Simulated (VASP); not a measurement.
# Hf4C (Im-3m) in VASP: notebook

Runs on Hf4C. Level: PBE. Tasks: single point.

Program: VASP 6.6.1. These are calculated values, not measurements. Logs are shortened: lines on timing, memory, paths and dates and some standing lists are left out, and cuts for length are marked.

## 1. The cell of the first run

The structure is cubic, space group Im-3m (No. 229). The conventional cell has a = 5.775 Å, b = 5.775 Å, c = 5.775 Å, α = 90.00°, β = 90.00°, γ = 90.00°. Hf (site symmetry -3m) has 2 C at 2.50 Å and 6 Hf at 2.89 Å within 3.3 Å. C (site symmetry m-3m) has 8 Hf at 2.50 Å within 3.3 Å.

## 2. Single point, PBE

Input file INCAR:

```
PREC     = Accurate       # precision mode
ENCUT    = 600            # plane-wave cutoff, eV
EDIFF    = 1E-6           # SCF threshold, eV
ISMEAR   = 0              # smearing method
SIGMA    = 0.2            # smearing width, eV
LREAL    = F              # projectors in reciprocal space
LASPH    = T              # aspherical terms in the spheres
NELM     = 120            # most SCF steps
ALGO     = Normal         # electronic algorithm
ISIF     = 2              # what is computed and relaxed
LWAVE    = F              # write WAVECAR
LCHARG   = T              # write CHGCAR
GGA      = PE             # functional
LELF     = T              # ELF
LVHAR    = T            
NBANDS   = 30             # bands
GGA_COMPAT= F
```

Input file KPOINTS:

```
Automatic mesh
0
Gamma
  4 4 4
```

Input file POSCAR:

```
Hf4C
1.0
   -2.8873683637      2.8873683637      2.8873683637
    2.8873683637     -2.8873683637      2.8873683637
    2.8873683637      2.8873683637     -2.8873683637
Hf C
4 1
Direct
    0.5000000000      0.5000000000      0.5000000000
    0.5000000000      0.0000000000      0.0000000000
    0.0000000000      0.0000000000      0.5000000000
    0.0000000000      0.5000000000      0.0000000000
    0.0000000000      0.0000000000      0.0000000000
```

Potentials or basis: VASP PAW PBE potentials, release 64 (Hf_pv, C).

Command:

```
cat potpaw_PBE.64/Hf_pv/POTCAR potpaw_PBE.64/C/POTCAR > POTCAR
mpirun -np 1 vasp_std > vasp.out
```

OUTCAR:

```text
PREC = Accurate
   ENCUT = 600
   EDIFF = 1E-6
   ISMEAR = 0
   LREAL = F
   LASPH = T
   NELM = 120
   ISIF = 2
   GGA = PE

 ion  position               nearest neighbor table
   1  0.500  0.500  0.500-   5 2.50   5 2.50   4 2.89   2 2.89   2 2.89   4 2.89   3 2.89   3 2.89

   2  0.500  0.000  0.000-   5 2.50   5 2.50   4 2.89   1 2.89   1 2.89   3 2.89   3 2.89   4 2.89

   3  0.000  0.000  0.500-   5 2.50   5 2.50   4 2.89   1 2.89   2 2.89   4 2.89   2 2.89   1 2.89

   4  0.000  0.500  0.000-   5 2.50   5 2.50   3 2.89   1 2.89   2 2.89   3 2.89   1 2.89   2 2.89

   5  0.000  0.000  0.000-   1 2.50   2 2.50   3 2.50   4 2.50   3 2.50   4 2.50   2 2.50   1 2.50

  LATTYP: Found a body centered cubic cell.
 ALAT       =     5.7747367274

  Lattice vectors:

 A1 = (  -2.8873683637,   2.8873683637,   2.8873683637)
 A2 = (   2.8873683637,  -2.8873683637,   2.8873683637)
 A3 = (   2.8873683637,   2.8873683637,  -2.8873683637)

Analysis of symmetry for initial positions (statically):
=====================================================================
 Subroutine PRICEL returns:
 Original cell was already a primitive cell.

 Routine SETGRP: Setting up the symmetry group for a
 body centered cubic supercell.

 Subroutine GETGRP returns: Found 48 space group operations
 (whereof 48 operations were pure point group operations)
 out of a pool of 48 trial point group operations.

The static configuration has the point symmetry O_h .

Analysis of symmetry for dynamics (positions and initial velocities):
=====================================================================
 Subroutine PRICEL returns:
 Original cell was already a primitive cell.

 Routine SETGRP: Setting up the symmetry group for a
 body centered cubic supercell.

 Subroutine GETGRP returns: Found 48 space group operations
 (whereof 48 operations were pure point group operations)
 out of a pool of 48 trial point group operations.

The dynamic configuration has the point symmetry O_h .

 Subroutine INISYM returns: Found 48 space group operations
 (whereof 48 operations are pure point group operations),
 and found     1 'primitive' translations

----------------------------------------------------------------------------------------

[... 78 lines left out ...]
   LASPH  =      T    aspherical Exc in radial PAW
   ENCUT  =  600.0 eV  44.10 Ry    6.64 a.u.   9.99  9.99  9.99*2*pi/ulx,y,z
   NELM   =    120;   NELMIN=  2; NELMDL= -5     # of ELM steps
   EDIFF  = 0.1E-05   stopping-criterion for ELM
   LREAL  =      F    real-space projection
   EDIFFG = 0.1E-04   stopping-criterion for IOM
   NSW    =      0    number of steps for IOM
   IBRION =     -1    ionic relax: 0-MD 1-quasi-New 2-CG
   NFREE  =      0    steps in history (QN), initial steepest desc. (CG)
   ISIF   =      2    stress and relaxation
   ISYM   =      2    0-nonsym 1-usesym 2-fastsym
   POTIM  = 0.5000    time-step for ionic-motion
   TEBEG  =    0.0;   TEEND  =   0.0 temperature during run
   PSTRESS=    0.0 pullay stress
   NELECT =      44.0000    total number of electrons
   NUPDOWN=      -1.0000    fix difference up-down
   EMIN   =  10.00;   EMAX   =-10.00  energy-range for DOS
   EFERMI =   0.00;   METHOD = LEGACY
   ISMEAR =     0;   SIGMA  =   0.20  broadening in eV -4-tet -1-fermi 0-gaus
   EFERMI_NEDOS =   21; number of points for ismear=-14 and -15
   IALGO  =     38    algorithm
   IMIX   =      4    mixing-type and parameters
     AMIX     =   0.40;   BMIX     =  1.00
     AMIX_MAG =   1.60;   BMIX_MAG =  1.00
  volume/ion in A,a.u.               =      19.26       129.96
  Fermi-wavevector in a.u.,A,eV,Ry     =   1.260966  2.382881 21.633758  1.590036
  Thomas-Fermi vector in A             =   2.394449
   LORBIT       =      0    0 simple, 1 ext, 2 COOP (PROOUT), +10 PAW based schemes
   GGA     = PE    functional components
   LHFCALC =     F    Hartree Fock is set to
   AEXX    =    0.0000 exact exchange contribution
   IVDW    =     0    specifies the selected vdW correction
   LEPSILON=     F    determine dielectric tensor
   LRPA    =     F    only Hartree local field effects (RPA)
 non-spin polarized calculation
 Gauss-broadening in eV      SIGMA  =   0.20
  energy-cutoff  :      600.00
  volume of cell :       96.29
 maximum number of plane-waves:      3300
   NGX = 19   NGY = 19   NGZ = 19

 number of electron      43.9999996 magnetization

 Free energy of the ion-electron system (eV)
  ---------------------------------------------------
  ext. energy  EPLUGINS =         0.00000000
  ---------------------------------------------------
  free energy    TOTEN  =       -46.69531713 eV

  energy without entropy =      -46.59881970  energy(sigma->0) =      -46.64706842

 E-fermi :   4.5578     XC(G=0): -11.2910

 val. band max:        4.4435382179   @ k =   0.2500   0.2500   0.0000
 cond. band min:       4.5655778235   @ k =   0.5000   0.5000   0.2500
 fundamental gap:      0.1220396056
 Fermi energy:         4.5577903385

 k-point     1 :       0.0000    0.0000    0.0000
  band No.  band energies     occupation
      1     -26.1069      2.00000
      2     -26.1069      2.00000
      3     -26.1069      2.00000
      4     -26.0640      2.00000
      5     -26.0640      2.00000
      6     -26.0640      2.00000
[... 253 lines left out ...]
     29       7.7908      0.00000
     30       7.7908      0.00000

------------------------ aborting loop because EDIFF is reached ----------------------------------------

  FORCE on cell =-STRESS in cart. coord.  units (eV):
  Direction    XX          YY          ZZ          XY          YZ          ZX
  --------------------------------------------------------------------------------------
  -------------------------------------------------------------------------------------
  Total       -0.7777249     -0.7777249     -0.7777249      0.0000000      0.0000000      0.0000000
  in kB      -12.9410647    -12.9410647    -12.9410647      0.0000000      0.0000000      0.0000000
  external PRESSURE =     -12.9410647 kB  Pullay stress =       0.0000000 kB

 VOLUME and BASIS-vectors are now :
 -----------------------------------------------------------------------------
  energy-cutoff  :      600.00
  volume of cell :       96.29
      direct lattice vectors                 reciprocal lattice vectors
    -2.887368364  2.887368364  2.887368364     0.000000000  0.173168068  0.173168068
     2.887368364 -2.887368364  2.887368364     0.173168068  0.000000000  0.173168068
     2.887368364  2.887368364 -2.887368364     0.173168068  0.173168068  0.000000000

 POSITION                                       TOTAL-FORCE (eV/Angst)
 -----------------------------------------------------------------------------------
      1.44368      1.44368      1.44368         0.000000      0.000000     -0.000000
     -1.44368      1.44368      1.44368         0.000000     -0.000000      0.000000
      1.44368      1.44368     -1.44368         0.000000      0.000000     -0.000000
      1.44368     -1.44368      1.44368        -0.000000     -0.000000      0.000000
      0.00000      0.00000      0.00000         0.000000     -0.000000     -0.000000
 -----------------------------------------------------------------------------------
    total drift:                                0.000000     -0.000000      0.000000

  FREE ENERGIE OF THE ION-ELECTRON SYSTEM (eV)
  ---------------------------------------------------
  free  energy   TOTEN  =       -46.6953171343 eV

  energy  without entropy=      -46.5988196973  energy(sigma->0) =      -46.64706842
```

OSZICAR:

```text
N       E                     dE             d eps       ncg     rms          rms(c)
DAV:   1     0.184155428731E+03    0.18416E+03   -0.26536E+04   480   0.157E+03
DAV:   2    -0.376666598889E+02   -0.22182E+03   -0.21351E+03   580   0.363E+02
DAV:   3    -0.501985388106E+02   -0.12532E+02   -0.11903E+02   640   0.513E+01
DAV:   4    -0.504825279709E+02   -0.28399E+00   -0.28255E+00   610   0.790E+00
DAV:   5    -0.504892298467E+02   -0.67019E-02   -0.66982E-02   586   0.106E+00    0.707E+01
DAV:   6    -0.469040934074E+02    0.35851E+01   -0.20400E+01   588   0.145E+01    0.493E+01
DAV:   7    -0.467159376554E+02    0.18816E+00   -0.23617E+00   568   0.651E+00    0.188E+01
DAV:   8    -0.467133542773E+02    0.25834E-02   -0.27760E-01   566   0.238E+00    0.195E+00
DAV:   9    -0.466988019974E+02    0.14552E-01   -0.14628E-01   592   0.127E+00    0.223E+00
DAV:  10    -0.466957837546E+02    0.30182E-02   -0.44833E-02   616   0.748E-01    0.120E+00
DAV:  11    -0.466953050350E+02    0.47872E-03   -0.35957E-03   604   0.263E-01    0.102E-01
DAV:  12    -0.466953587663E+02   -0.53731E-04   -0.53317E-04   582   0.872E-02    0.237E-01
DAV:  13    -0.466953149584E+02    0.43808E-04   -0.22798E-04   630   0.497E-02    0.149E-02
DAV:  14    -0.466953171962E+02   -0.22378E-05   -0.17143E-05   490   0.167E-02    0.939E-03
DAV:  15    -0.466953171343E+02    0.61901E-07   -0.30481E-07   348   0.288E-03
   1 F= -.46695317E+02 E0= -.46647068E+02  d E =-.964974E-01
```

stdout:

```text
POSCAR found type information on POSCAR HfC
 POSCAR found :  2 types and       5 ions
 scaLAPACK will be used
 LDA part: xc-table for (Slater+PW92), standard interpolation
 POSCAR, INCAR and KPOINTS ok, starting setup
 FFT: planning ... GRIDC
 FFT: planning ... GRID_SOFT
 FFT: planning ... GRID
 WAVECAR not read
 entering main loop
```

Wall time 17 s (1 thread of Intel Xeon 6975P-C (Granite Rapids), shared host); peak memory 0.24 GiB.

What came out:

```
Free energy            : -46.6953 eV
Pressure               : -1.3 GPa
Band gap on the k mesh : zero (band 22 reaches 5.63 eV, above the bottom of band 23 at 3.92 eV)
```

Caveat: the k points lie up to 0.38 Å⁻¹ apart; spin-orbit coupling is left out, which moves the levels of the heavy elements.

## 3. Single point, PBE

This run uses another cell than the first one: it holds 10 atoms, not 5.

Input file INCAR:

```
  PREC = Accurate
  ENCUT = 600
  EDIFF = 1E-6
  ISMEAR = 0
  SIGMA = 0.2
  LREAL = False
  LASPH = True
  NELM = 120
  ALGO = Normal
  ISIF = 2
  LWAVE = False
  LCHARG = False
  GGA = PE
  NBANDS = 55
  GGA_COMPAT = False
```

Input file KPOINTS:

```
regular mesh
0
Gamma
  3 3 3
```

Input file POSCAR:

```
Hf4C
1.0
    5.7831005139      0.0000000000      0.0000000000
    0.0000000000      5.7831005139      0.0000000000
    0.0000000000      0.0000000000      5.7831005139
Hf C
8 2
Direct
    0.2500017737      0.2500017737      0.2500017737
    0.7499982263      0.7499982263      0.2500017737
    0.7499982263      0.2500017737      0.7499982263
    0.2500017737      0.7499982263      0.7499982263
    0.2500017737      0.2500017737      0.7499982263
    0.7499982263      0.7499982263      0.7499982263
    0.2500017737      0.7499982263      0.2500017737
    0.7499982263      0.2500017737      0.2500017737
    0.5000000000      0.5000000000      0.5000000000
    0.0000000000      0.0000000000      0.0000000000
```

Potentials or basis: VASP PAW PBE potentials, release 64 (Hf_pv, C).

Command:

```
cat potpaw_PBE.64/Hf_pv/POTCAR potpaw_PBE.64/C/POTCAR > POTCAR
mpirun -np 1 vasp_std > vasp.out
```

OUTCAR:

```text
PREC = Accurate
   ENCUT = 600
   EDIFF = 1E-6
   ISMEAR = 0
   LREAL = False
   LASPH = True
   NELM = 120
   ISIF = 2
   GGA = PE

 ion  position               nearest neighbor table
   1  0.250  0.250  0.250-   9 2.50  10 2.50   8 2.89   5 2.89   7 2.89   5 2.89   7 2.89   8 2.89

   2  0.750  0.750  0.250-   9 2.50  10 2.50   8 2.89   6 2.89   7 2.89   8 2.89   7 2.89   6 2.89

   3  0.750  0.250  0.750-   9 2.50  10 2.50   8 2.89   5 2.89   6 2.89   8 2.89   5 2.89   6 2.89
[... 11 lines left out ...]
   9  0.500  0.500  0.500-   1 2.50   2 2.50   3 2.50   4 2.50   5 2.50   6 2.50   7 2.50   8 2.50

  10  0.000  0.000  0.000-   1 2.50   2 2.50   3 2.50   4 2.50   5 2.50   6 2.50   7 2.50   8 2.50

  LATTYP: Found a simple cubic cell.
 ALAT       =     5.7831005139

  Lattice vectors:

 A1 = (   5.7831005139,   0.0000000000,   0.0000000000)
 A2 = (   0.0000000000,   5.7831005139,   0.0000000000)
 A3 = (   0.0000000000,   0.0000000000,   5.7831005139)

Analysis of symmetry for initial positions (statically):
=====================================================================
 Subroutine PRICEL returns following result:

  LATTYP: Found a body centered cubic cell.
 ALAT       =     5.7831005139

  Lattice vectors:

 A1 = (   2.8915502570,   2.8915502570,  -2.8915502569)
 A2 = (  -2.8915502570,   2.8915502569,   2.8915502569)
 A3 = (   2.8915502570,  -2.8915502569,   2.8915502570)

   2 primitive cells build up your supercell.

 Routine SETGRP: Setting up the symmetry group for a
 simple cubic supercell.

 Subroutine GETGRP returns: Found 48 space group operations
 (whereof 48 operations were pure point group operations)
 out of a pool of 48 trial point group operations.

The static configuration has the point symmetry O_h .
[... 130 lines left out ...]
  Fermi-wavevector in a.u.,A,eV,Ry     =   1.259143  2.379435 21.571228  1.585441
  Thomas-Fermi vector in A             =   2.392717
   LORBIT       =      0    0 simple, 1 ext, 2 COOP (PROOUT), +10 PAW based schemes
   GGA     = PE    functional components
   LHFCALC =     F    Hartree Fock is set to
   AEXX    =    0.0000 exact exchange contribution
   IVDW    =     0    specifies the selected vdW correction
   LEPSILON=     F    determine dielectric tensor
   LRPA    =     F    only Hartree local field effects (RPA)
 non-spin polarized calculation
 Gauss-broadening in eV      SIGMA  =   0.20
  energy-cutoff  :      600.00
  volume of cell :      193.41
 maximum number of plane-waves:      6467
 NGX is ok and might be reduce to    48

 number of electron      88.0000008 magnetization

 Free energy of the ion-electron system (eV)
  ---------------------------------------------------
  ext. energy  EPLUGINS =         0.00000000
  ---------------------------------------------------
  free energy    TOTEN  =       -92.93896947 eV

  energy without entropy =      -92.62285495  energy(sigma->0) =      -92.78091221

 E-fermi :   4.6784     XC(G=0): -11.2758

 val. band max:        4.6031611493   @ k =   0.3333   0.3333   0.0000
 cond. band min:       4.7330730550   @ k =   0.3333   0.0000   0.0000
 fundamental gap:      0.1299119057
 Fermi energy:         4.6784410624

 k-point     1 :       0.0000    0.0000    0.0000
  band No.  band energies     occupation
      1     -26.3264      2.00000
      2     -26.2683      2.00000
      3     -26.2683      2.00000
      4     -26.1486      2.00000
      5     -26.1486      2.00000
      6     -26.1486      2.00000
[... 221 lines left out ...]
     54       6.7144      0.00000
     55       7.0539      0.00000

------------------------ aborting loop because EDIFF is reached ----------------------------------------

  FORCE on cell =-STRESS in cart. coord.  units (eV):
  Direction    XX          YY          ZZ          XY          YZ          ZX
  --------------------------------------------------------------------------------------
  -------------------------------------------------------------------------------------
  Total       -0.6615958     -0.6615958     -0.6615958     -0.0000000      0.0000000     -0.0000000
  in kB       -5.4805115     -5.4805115     -5.4805115     -0.0000000      0.0000000     -0.0000000
  external PRESSURE =      -5.4805115 kB  Pullay stress =       0.0000000 kB

 VOLUME and BASIS-vectors are now :
 -----------------------------------------------------------------------------
  energy-cutoff  :      600.00
  volume of cell :      193.41
      direct lattice vectors                 reciprocal lattice vectors
     5.783100514  0.000000000  0.000000000     0.172917624  0.000000000  0.000000000
     0.000000000  5.783100514  0.000000000     0.000000000  0.172917624  0.000000000
     0.000000000  0.000000000  5.783100514     0.000000000  0.000000000  0.172917624

 POSITION                                       TOTAL-FORCE (eV/Angst)
 -----------------------------------------------------------------------------------
      1.44579      1.44579      1.44579        -0.000000      0.000000     -0.000000
      4.33732      4.33732      1.44579        -0.000000      0.000000     -0.000000
      4.33732      1.44579      4.33732        -0.000000      0.000000     -0.000000
      1.44579      4.33732      4.33732        -0.000000      0.000000     -0.000000
      1.44579      1.44579      4.33732        -0.000000      0.000000     -0.000000
      4.33732      4.33732      4.33732        -0.000000      0.000000     -0.000000
      1.44579      4.33732      1.44579        -0.000000      0.000000     -0.000000
      4.33732      1.44579      1.44579        -0.000000      0.000000     -0.000000
      2.89155      2.89155      2.89155         0.000000     -0.000000      0.000000
      0.00000      0.00000      0.00000        -0.000000      0.000000      0.000000
 -----------------------------------------------------------------------------------
    total drift:                                0.000000     -0.000000      0.000000

  FREE ENERGIE OF THE ION-ELECTRON SYSTEM (eV)
  ---------------------------------------------------
  free  energy   TOTEN  =       -92.9389694671 eV

  energy  without entropy=      -92.6228549464  energy(sigma->0) =      -92.78091221
```

OSZICAR:

```text
N       E                     dE             d eps       ncg     rms          rms(c)
DAV:   1     0.441487883878E+03    0.44149E+03   -0.51884E+04   440   0.171E+03
DAV:   2    -0.638258006359E+02   -0.50531E+03   -0.48572E+03   492   0.415E+02
DAV:   3    -0.995094497272E+02   -0.35684E+02   -0.34184E+02   584   0.633E+01
DAV:   4    -0.100674219806E+03   -0.11648E+01   -0.11179E+01   544   0.108E+01
DAV:   5    -0.100707260814E+03   -0.33041E-01   -0.32783E-01   537   0.164E+00    0.103E+02
DAV:   6    -0.933760208134E+02    0.73312E+01   -0.45049E+01   530   0.159E+01    0.702E+01
DAV:   7    -0.930530002195E+02    0.32302E+00   -0.58734E+00   513   0.781E+00    0.193E+01
DAV:   8    -0.929630849015E+02    0.89915E-01   -0.62174E-01   520   0.265E+00    0.254E+00
DAV:   9    -0.929548016060E+02    0.82833E-02   -0.43017E-01   544   0.157E+00    0.341E+00
DAV:  10    -0.929400071758E+02    0.14794E-01   -0.15594E-01   530   0.979E-01    0.180E+00
DAV:  11    -0.929400207046E+02   -0.13529E-04   -0.27707E-02   537   0.455E-01    0.112E+00
DAV:  12    -0.929395769121E+02    0.44379E-03   -0.16809E-03   498   0.124E-01    0.971E-01
DAV:  13    -0.929389444430E+02    0.63247E-03   -0.32967E-03   514   0.131E-01    0.644E-02
DAV:  14    -0.929389689657E+02   -0.24523E-04   -0.23785E-04   497   0.451E-02    0.361E-02
DAV:  15    -0.929389694671E+02   -0.50137E-06   -0.49135E-06   457   0.496E-03
   1 F= -.92938969E+02 E0= -.92780912E+02  d E =-.316115E+00
```

stdout:

```text
POSCAR found type information on POSCAR HfC
 POSCAR found :  2 types and      10 ions
 scaLAPACK will be used
 LDA part: xc-table for (Slater+PW92), standard interpolation
 POSCAR, INCAR and KPOINTS ok, starting setup
 FFT: planning ... GRIDC
 FFT: planning ... GRID_SOFT
 FFT: planning ... GRID
 WAVECAR not read
 entering main loop
```

Run time: 30 s. Hardware: 1 thread of Intel Xeon 6975P-C (Granite Rapids), shared host; peak memory 0.32 GiB.

Results:

| Property | Result |
| --- | --- |
| Free energy | -92.9390 eV |
| Pressure | -0.5 GPa |
| Band gap on the k mesh | zero (band 44 reaches 4.78 eV, above the bottom of band 45 at 4.05 eV) |

Levels at points of the mesh, in eV from the Fermi level:
| k point | band 41 | band 42 | band 43 | band 44 | band 45 | band 46 | band 47 | band 48 | band 49 | band 50 |
| --- | --- | --- | --- | --- | --- | --- | --- | --- | --- | --- |
| (0.00, 0.00, 0.00) | -0.80 | -0.80 | -0.80 | -0.63 | -0.63 | -0.63 | -0.14 | -0.14 | 1.73 | 1.73 |

Caveat: the k points lie up to 0.36 Å⁻¹ apart; spin-orbit coupling is left out, which moves the levels of the heavy elements.
